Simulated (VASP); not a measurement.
## GaSb: single point with PBE

GaSb:

```
Ga Sb
1.0
     0.00000    3.02810    3.02810
     3.02810    0.00000    3.02810
     3.02810    3.02810    0.00000
Ga Sb
1 1
Direct
  0.00000 0.00000 0.00000
  0.25000 0.25000 0.25000
```

```yaml
Program: VASP 6.6.1
Task: single point
Functional: PBE
Potentials_or_basis: VASP PAW PBE potentials, release 64 (Ga_d, Sb)
Cutoff: 500 eV
k_mesh: 6 × 6 × 6
Occupations: methfessel-paxton, width 0.01 eV
Spin: no spin polarisation
```

| Quantity | Value |
| --- | --- |
| Pressure | 4.2 GPa |
| Band gap on the k mesh | 0.25 eV, direct |

Levels at points of the mesh, in eV from the valence-band top:
```csv
k point,band 7,band 8,band 9,band 10,band 11,band 12
"(0.00, 0.00, 0.00)",0.00,0.00,0.00,0.25,2.76,2.76
"(0.50, 0.00, 0.00)",-6.52,-1.21,-1.21,0.46,3.74,3.74
"(0.50, 0.50, 0.00)",-6.96,-2.68,-2.68,0.87,1.19,8.88
```

It took 6.2 s on 1 thread of Intel(R) Xeon(R) 6975P-C (Granite Rapids) (shared host), peak memory 0.18 GiB.

Caveat: spin-orbit coupling is left out, which moves the levels of the heavy elements. A k mesh can miss the band edges.
